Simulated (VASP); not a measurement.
# Ga (Cmce) in VASP: further runs

Runs on Ga. Level: PBE. Tasks: single point.

Everything below comes from runs of VASP 6.6.1. Logs are shortened: lines on timing, memory, paths and dates and some standing lists are left out, and cuts for length are marked.

## (1) The cell of the first run

It takes space group Cmce (No. 64, orthorhombic). The conventional cell has a = 4.622 Å, b = 7.746 Å, c = 4.546 Å, α = 90.00°, β = 90.00°, γ = 90.00°. Within 3.3 Å of Ga (site symmetry m) lie 7 Ga at 2.53 to 2.84 Å.

## (2) Single point, PBE

The input, INCAR:

```
  ALGO = Normal
  EDIFF = 1E-6
  ENCUT = 520
  GGA = PE
  ISIF = 2
  ISMEAR = 1
  LASPH = True
  LCHARG = True
  LELF = True
  LREAL = False
  LVHAR = True
  LWAVE = False
  NBANDS = 34
  NELM = 100
  PREC = Accurate
  SIGMA = 0.6
```

The input, KPOINTS:

```
k-points
0
Gamma
  8 8 7
```

The input, POSCAR:

```
Ga
1.0
    2.3107968683     -3.8729233244      0.0000000000
    2.3107968683      3.8729233244      0.0000000000
    0.0000000000      0.0000000000      4.5463111460
Ga
4
Direct
    0.8442122196      0.1557877804      0.0839449706
    0.6557877804      0.3442122196      0.5839449706
    0.1557877804      0.8442122196      0.9160550294
    0.3442122196      0.6557877804      0.4160550294
```

Potentials or basis: VASP PAW PBE potentials, release 64 (Ga_d).

Command:

```bash
$ cat potpaw_PBE.64/Ga_d/POTCAR > POTCAR
$ mpirun -np 1 vasp_std > vasp.out
```

OUTCAR:

```text
EDIFF = 1E-6
   ENCUT = 520
   GGA = PE
   ISIF = 2
   ISMEAR = 1
   LASPH = True
   LREAL = False
   NELM = 100
   PREC = Accurate

 ion  position               nearest neighbor table
   1  0.844  0.156  0.084-   3 2.53   2 2.70   2 2.70   4 2.76   4 2.76   3 2.84   3 2.84
   2  0.656  0.344  0.584-   4 2.53   1 2.70   1 2.70   3 2.76   3 2.76   4 2.84   4 2.84
   3  0.156  0.844  0.916-   1 2.53   4 2.70   4 2.70   2 2.76   2 2.76   1 2.84   1 2.84
   4  0.344  0.656  0.416-   2 2.53   3 2.70   3 2.70   1 2.76   1 2.76   2 2.84   2 2.84

  LATTYP: Found a base centered orthorhombic cell.
 ALAT       =     4.6215937366
 B/A-ratio  =     1.6760120189
 C/A-ratio  =     0.9837106862

  Lattice vectors:

 A1 = (   2.3107968683,  -3.8729233244,   0.0000000000)
 A2 = (   2.3107968683,   3.8729233244,   0.0000000000)
 A3 = (   0.0000000000,   0.0000000000,   4.5463111460)

Analysis of symmetry for initial positions (statically):
=====================================================================
 Subroutine PRICEL returns:
 Original cell was already a primitive cell.

 Routine SETGRP: Setting up the symmetry group for a
 base centered orthorhombic supercell.

 Subroutine GETGRP returns: Found  8 space group operations
 (whereof  4 operations were pure point group operations)
 out of a pool of  8 trial point group operations.

The static configuration has the point symmetry C_2h.
 The point group associated with its full space group is D_2h.

Analysis of symmetry for dynamics (positions and initial velocities):
=====================================================================
 Subroutine PRICEL returns:
 Original cell was already a primitive cell.

 Routine SETGRP: Setting up the symmetry group for a
 base centered orthorhombic supercell.

 Subroutine GETGRP returns: Found  8 space group operations
 (whereof  4 operations were pure point group operations)
 out of a pool of  8 trial point group operations.

The dynamic configuration has the point symmetry C_2h.
 The point group associated with its full space group is D_2h.

 Subroutine INISYM returns: Found  8 space group operations
 (whereof  4 operations are pure point group operations),
 and found     1 'primitive' translations

----------------------------------------------------------------------------------------

                                     Primitive cell

  volume of cell :      81.3748

  direct lattice vectors                    reciprocal lattice vectors
     2.310796868 -3.872923324  0.000000000     0.216375575 -0.129101446  0.000000000
     2.310796868  3.872923324  0.000000000     0.216375575  0.129101446  0.000000000
     0.000000000  0.000000000  4.546311146     0.000000000  0.000000000  0.219958548

  length of vectors
     4.509913219  4.509913219  4.546311146     0.251963435  0.251963435  0.219958548

  position of ions in fractional coordinates (direct lattice)
     0.844212220  0.155787780  0.083944971
     0.655787780  0.344212220  0.583944971
     0.155787780  0.844212220  0.916055029
     0.344212220  0.655787780  0.416055029

  ion indices of the primitive-cell ions
   primitive index   ion index
                 1           1
                 2           2
                 3           3
                 4           4

----------------------------------------------------------------------------------------

 KPOINTS: k-points

Automatic generation of k-mesh.
 Grid dimensions read from file:
 generate k-points for:    8    8    7

 Generating k-lattice:

  Cartesian coordinates                     Fractional coordinates (reciprocal lattice)
     0.027046947 -0.016137681  0.000000000     0.125000000  0.000000000  0.000000000
     0.027046947  0.016137681  0.000000000     0.000000000  0.125000000  0.000000000
     0.000000000  0.000000000  0.031422650     0.000000000  0.000000000  0.142857143

  Length of vectors
     0.031495429  0.031495429  0.031422650

  Shift w.r.t. Gamma in fractional coordinates (k-lattice)
     0.000000000  0.000000000  0.000000000

 Subroutine IBZKPT returns following result:
 ===========================================

 Found     84 irreducible k-points:

 Following reciprocal coordinates:
            Coordinates               Weight
  0.000000  0.000000  0.000000      1.000000
  0.125000  0.000000  0.000000      4.000000
  0.250000  0.000000  0.000000      4.000000
  0.375000 -0.000000  0.000000      4.000000
  0.500000  0.000000  0.000000      2.000000
  0.125000  0.125000  0.000000      2.000000
[... 16 lines left out ...]
  0.125000  0.000000  0.142857      8.000000
  0.250000  0.000000  0.142857      8.000000
 [... further k-points ...]
   k-points           NKPTS =     84   k-points in BZ     NKDIM =     84   number of bands    NBANDS=     34
   number of dos      NEDOS =    301   number of ions     NIONS =      4
   total plane-waves  NPLWV =  46656
   dimension x,y,z NGX =    36 NGY =   36 NGZ =   36
   dimension x,y,z NGXF=    72 NGYF=   72 NGZF=   72
   ions per type =               4
   NGX,Y,Z   is equivalent  to a cutoff of  13.27, 13.27, 13.16 a.u.
   NGXF,Y,Z  is equivalent  to a cutoff of  26.54, 26.54, 26.33 a.u.
 SYSTEM =  unknown system
   PREC   = accura    normal or accurate (medium, high low for compatibility)
   ISTART =      0    job   : 0-new  1-cont  2-samecut
   ICHARG =      2    charge: 1-file 2-atom 10-const
   ISPIN  =      1    spin polarized calculation?
   LNONCOLLINEAR =      F non collinear calculations
   LSORBIT =      F    spin-orbit coupling
   LASPH  =      T    aspherical Exc in radial PAW
   ENCUT  =  520.0 eV  38.22 Ry    6.18 a.u.   8.39  8.39  8.45*2*pi/ulx,y,z
   NELM   =    100;   NELMIN=  2; NELMDL= -5     # of ELM steps
   EDIFF  = 0.1E-05   stopping-criterion for ELM
   LREAL  =      F    real-space projection
   EDIFFG = 0.1E-04   stopping-criterion for IOM
   NSW    =      0    number of steps for IOM
   IBRION =     -1    ionic relax: 0-MD 1-quasi-New 2-CG
   NFREE  =      0    steps in history (QN), initial steepest desc. (CG)
   ISIF   =      2    stress and relaxation
   ISYM   =      2    0-nonsym 1-usesym 2-fastsym
   POTIM  = 0.5000    time-step for ionic-motion
   TEBEG  =    0.0;   TEEND  =   0.0 temperature during run
   PSTRESS=    0.0 pullay stress
   NELECT =      52.0000    total number of electrons
   NUPDOWN=      -1.0000    fix difference up-down
   EMIN   =  10.00;   EMAX   =-10.00  energy-range for DOS
   EFERMI =   0.00;   METHOD = LEGACY
   ISMEAR =     1;   SIGMA  =   0.60  broadening in eV -4-tet -1-fermi 0-gaus
   EFERMI_NEDOS =   21; number of points for ismear=-14 and -15
   IALGO  =     38    algorithm
   IMIX   =      4    mixing-type and parameters
     AMIX     =   0.40;   BMIX     =  1.00
     AMIX_MAG =   1.60;   BMIX_MAG =  1.00
  volume/ion in A,a.u.               =      20.34       137.29
  Fermi-wavevector in a.u.,A,eV,Ry     =   1.410087  2.664679 27.053093  1.988346
  Thomas-Fermi vector in A             =   2.532077
   LORBIT       =      0    0 simple, 1 ext, 2 COOP (PROOUT), +10 PAW based schemes
   GGA     = PE    functional components
   LHFCALC =     F    Hartree Fock is set to
   AEXX    =    0.0000 exact exchange contribution
   IVDW    =     0    specifies the selected vdW correction
   LEPSILON=     F    determine dielectric tensor
   LRPA    =     F    only Hartree local field effects (RPA)
 non-spin polarized calculation
 Methfessel and Paxton  Order N= 1 SIGMA  =   0.60
  energy-cutoff  :      520.00
  volume of cell :       81.37
 maximum number of plane-waves:      2211
 NGX is ok and might be reduce to    36
   NGX = 17   NGY = 17   NGZ = 17

 number of electron      52.0000004 magnetization

 Free energy of the ion-electron system (eV)
  ---------------------------------------------------
  ext. energy  EPLUGINS =         0.00000000
  ---------------------------------------------------
  free energy    TOTEN  =       -11.61388143 eV

  energy without entropy =      -11.64658522  energy(sigma->0) =      -11.62478270

 E-fermi :   4.6972     XC(G=0): -10.4640

 val. band max:        4.6794884658   @ k =  -0.3750   0.2500   0.1429
 cond. band min:       4.7359723457   @ k =  -0.2500   0.2500   0.2857
 fundamental gap:      0.0564838799
 Fermi energy:         4.6972240418

 k-point     1 :       0.0000    0.0000    0.0000
  band No.  band energies     occupation
      1     -10.3878      2.00000
      2     -10.3872      2.00000
      3     -10.3648      2.00000
      4     -10.3461      2.00000
      5     -10.3162      2.00000
      6     -10.2992      2.00000
[... 26 lines left out ...]
     33      11.4253     -0.00000
     34      11.9309     -0.00000

 k-point     2 :       0.1250    0.0000    0.0000
  band No.  band energies     occupation
      1     -10.3899      2.00000
      2     -10.3818      2.00000
      3     -10.3678      2.00000
      4     -10.3516      2.00000
      5     -10.3076      2.00000
      6     -10.2958      2.00000
[... 26 lines left out ...]
     33      11.3247     -0.00000
     34      12.1100     -0.00000

 k-point     3 :       0.2500    0.0000    0.0000
  band No.  band energies     occupation
      1     -10.3905      2.00000
      2     -10.3761      2.00000
      3     -10.3683      2.00000
      4     -10.3598      2.00000
      5     -10.3067      2.00000
      6     -10.2800      2.00000
[... 26 lines left out ...]
     33      10.6792     -0.00000
     34      11.6423     -0.00000
[... 704 lines left out ...]
 k-point    23 :       0.1250    0.0000    0.1429
  band No.  band energies     occupation
      1     -10.3998      2.00000
      2     -10.3750      2.00000
      3     -10.3585      2.00000
      4     -10.3552      2.00000
      5     -10.3103      2.00000
      6     -10.2885      2.00000
[... 26 lines left out ...]
     33      10.3466     -0.00000
     34      11.7347     -0.00000

 k-point    24 :       0.2500    0.0000    0.1429
  band No.  band energies     occupation
      1     -10.3974      2.00000
      2     -10.3823      2.00000
      3     -10.3685      2.00000
      4     -10.3445      2.00000
      5     -10.3098      2.00000
      6     -10.2893      2.00000
[... 26 lines left out ...]
     33      10.2931     -0.00000
     34      12.6323     -0.00000

 [... further k-points ...]

------------------------ aborting loop because EDIFF is reached ----------------------------------------

  FORCE on cell =-STRESS in cart. coord.  units (eV):
  Direction    XX          YY          ZZ          XY          YZ          ZX
  --------------------------------------------------------------------------------------
  -------------------------------------------------------------------------------------
  Total        0.0049600     -0.0517023      0.0226795      0.0000000     -0.0000000      0.0000000
  in kB        0.0976570     -1.0179607      0.4465341      0.0000000     -0.0000000      0.0000000
  external PRESSURE =      -0.1579232 kB  Pullay stress =       0.0000000 kB

 VOLUME and BASIS-vectors are now :
 -----------------------------------------------------------------------------
  energy-cutoff  :      520.00
  volume of cell :       81.37
      direct lattice vectors                 reciprocal lattice vectors
     2.310796868 -3.872923324  0.000000000     0.216375575 -0.129101446  0.000000000
     2.310796868  3.872923324  0.000000000     0.216375575  0.129101446  0.000000000
     0.000000000  0.000000000  4.546311146     0.000000000  0.000000000  0.219958548

 POSITION                                       TOTAL-FORCE (eV/Angst)
 -----------------------------------------------------------------------------------
      2.31080     -2.66622      0.38164         0.000000      0.016095     -0.002047
      2.31080     -1.20671      2.65480         0.000000     -0.016095     -0.002047
      2.31080      2.66622      4.16467         0.000000     -0.016095      0.002047
      2.31080      1.20671      1.89152         0.000000      0.016095      0.002047
 -----------------------------------------------------------------------------------
    total drift:                                0.000000      0.000000     -0.000000

  FREE ENERGIE OF THE ION-ELECTRON SYSTEM (eV)
  ---------------------------------------------------
  free  energy   TOTEN  =       -11.6138814333 eV

  energy  without entropy=      -11.6465852193  energy(sigma->0) =      -11.62478270
```

It took 2.6 min on 1 thread of AMD EPYC 7R13 (Zen 3), shared host; peak memory 0.28 GiB.

What came out:

```yaml
Free_energy: -11.6139 eV
Pressure: 0.0 GPa
Largest_force: 0.016 eV/Å
Band_gap_on_the_k_mesh: zero (bands 26 and 27 overlap by 0.88 eV)
```

Forces on the atoms (eV/Å):
```
Ga   0.000  0.016 -0.002
Ga   0.000 -0.016 -0.002
Ga   0.000 -0.016  0.002
Ga   0.000  0.016  0.002
```

Caveat: so wide a smearing shifts energies and pressures.

(Part 1 of 3 ends here.)

The gap in the log of VASP goes by the Fermi energy; the results here count the filled bands.